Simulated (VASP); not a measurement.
Crystal: Ge.

```xyz
1
Lattice="1.3971 -2.6005 0.0000 1.3971 2.6005 0.0000 0.0000 0.0000 2.6982" Properties=species:S:1:pos:R:3 pbc="T T T"
Ge    1.3971    0.0000    0.0000
```

* Program: VASP 6.6.1
* Task: relaxation of cell and atoms
* Functional: PBE
* Potentials or basis: VASP PAW PBE potentials, release 64 (Ge_d)
* Cutoff: 600 eV
* k mesh: 11 × 11 × 10
* Occupations: fermi-dirac, width 0.05 eV
* Spin: no spin polarisation

At the start: pressure -0.5 GPa; volume 19.61 Å³/atom.

Q: Where does the relaxation end?

A: Over 12 steps the energy falls by 5.3 meV/atom and the volume is 19.41 Å³/atom (-1.0 %); space group Cmmm (No. 65, to 0.1 Å) before, P6/mmm (No. 191, to 0.1 Å).

Step by step:
```tsv
step	energy change (eV)	largest force (eV/Å)	pressure (GPa)	volume (Å³)
1	0.0000	0.0000	-0.55	19.61
2	-0.0038	0.0000	0.05	19.42
3	-0.0045	0.0000	0.38	19.31
4	-0.0046	0.0000	0.54	19.27
5	-0.0052	0.0000	-0.08	19.44
6	-0.0052	0.0000	-0.12	19.45
7	-0.0053	0.0000	-0.14	19.44
8	-0.0053	0.0000	-0.11	19.44
9	-0.0053	0.0000	-0.06	19.44
10	-0.0053	0.0000	-0.08	19.43
11	-0.0053	0.0000	0.19	19.39
12	-0.0053	0.0000	0.02	19.41
```

Final structure:
```cif
data_structure
_symmetry_space_group_name_H-M 'P 1'
_symmetry_Int_Tables_number 1
_cell_length_a 2.8832
_cell_length_b 2.8832
_cell_length_c 2.7182
_cell_angle_alpha 90.000
_cell_angle_beta 90.000
_cell_angle_gamma 120.806
_cell_volume 19.41
loop_
_atom_site_label
_atom_site_type_symbol
_atom_site_fract_x
_atom_site_fract_y
_atom_site_fract_z
_atom_site_occupancy
Ge1 Ge 0.50000 0.50000 0.00000 1
```
